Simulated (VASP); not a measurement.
**C: single point with PBEsol**

C:

```
C
1.0
    -0.80815    0.80815    3.31748
     0.80815   -0.80815    3.31748
     0.80815    0.80815   -3.31748
C
1
Direct
  0.00000 0.00000 0.00000
```

| Item | Value |
| --- | --- |
| Program | VASP 6.6.1 |
| Task | single point |
| Functional | PBEsol |
| Potentials or basis | VASP PAW PBE potentials, release 64 (C) |
| Cutoff | 520 eV |
| k mesh | 46 × 46 × 46 |
| Occupations | gaussian, width 0.1 eV |
| Spin | no spin polarisation |

* Pressure: 0.4 GPa
* Band gap on the k mesh: zero (bands 2 and 3 overlap by 3.05 eV)

Stress tensor (GPa, compression positive):
```
 0.60  0.00  0.00
 0.00  0.60  0.00
 0.00  0.00 -0.07
```

Levels at points of the mesh, in eV from the Fermi level:
```
           k point  band 1  band 2  band 3  band 4  band 5  band 6  band 7
(0.00, 0.00, 0.00)  -19.49   -5.95    4.40   15.96   15.96   29.61   35.14
(0.50, 0.00, 0.00)  -10.34   -6.43    1.82   12.42   19.63   20.07   24.05
(0.50, 0.50, 0.00)   -2.89   -2.83    8.06    8.84   13.89   23.84   27.93
(0.50, 0.50, 0.50)  -19.15   -8.21   11.54   15.93   15.93   18.78   34.94
```

Wall time 14 min on 1 thread of Intel(R) Xeon(R) 6975P-C (Granite Rapids), with other jobs on the host, peak memory 0.52 GiB.

Caveat: the PAW data sets were made with another functional, which shifts forces and pressure a little.
